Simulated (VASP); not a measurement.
Wanted: the native input for a VASP 6.6.1 run.

* Task: single point
* Functional: r2SCAN
* Potentials or basis: VASP PAW PBE potentials, release 64 (Mg)
* Cutoff: 520 eV
* k mesh: 18 × 18 × 16
* Occupations: gaussian, width 0.15 eV
* Spin: no spin polarisation
* Dipole correction: no
* Further INCAR settings: ALGO = Normal; EDIFF = 1e-06; NBANDS = 7

The system is Mg.

```
CELL_PARAMETERS angstrom
2.89778 0.00000 0.00000
-1.44889 2.50956 0.00000
0.00000 0.00000 3.19708
ATOMIC_POSITIONS crystal
Mg 0.00000 0.00000 0.00000
```

This cell differs from its parent crystal: strain -0.050 along x and y, +0.050 along z.

These files were run (other wordings do the same):

POSCAR

```
Mg
1.0
    2.8977848105      0.0000000000      0.0000000000
   -1.4488924053      2.5095552606      0.0000000000
    0.0000000000      0.0000000000      3.1970794485
Mg
1
Direct
    0.0000000000      0.0000000000      0.0000000000
```

INCAR.step1

```
SYSTEM = Mg
PREC = Accurate
ENCUT = 520
ISMEAR = 0
SIGMA = 0.15
LREAL = .False.
LASPH = .True.
NELM = 60
NBANDS = 7
GGA = PE
ALGO = Normal
EDIFF = 1E-4
LWAVE = .True.
LCHARG = .False.
```

INCAR.step2

```
SYSTEM = Mg
PREC = Accurate
ENCUT = 520
EDIFF = 1E-6
ISMEAR = 0
SIGMA = 0.15
LREAL = .False.
LASPH = .True.
NELM = 60
ALGO = Normal
ISIF = 2
LWAVE = .False.
LCHARG = .False.
METAGGA = R2SCAN
LMIXTAU = .True.
NBANDS = 7
ISTART = 1
```

KPOINTS

```
regular mesh
0
Gamma
  18 18 16
  0 0 0
```

Potentials or basis: VASP PAW PBE potentials, release 64 (Mg).

Run with:

```sh
$ cat potpaw_PBE.64/Mg/POTCAR > POTCAR
$ cp INCAR.step1 INCAR
$ mpirun -np 1 vasp_std > vasp.out
$ cp INCAR.step2 INCAR
$ mpirun -np 1 vasp_std > vasp.out
```

Results of the run:

- Pressure: 4.2 GPa
- Band gap on the k mesh: zero (band 1 reaches 5.50 eV, above the bottom of band 2 at -0.50 eV)

Caveat: the cell differs from its parent crystal (strain -0.050 along x and y, +0.050 along z); the PAW data sets were made with another functional, which shifts forces and pressure a little.

Wall time 70 s on 1 thread of Intel Xeon 6975P-C, on a shared host, peak memory 0.19 GiB.
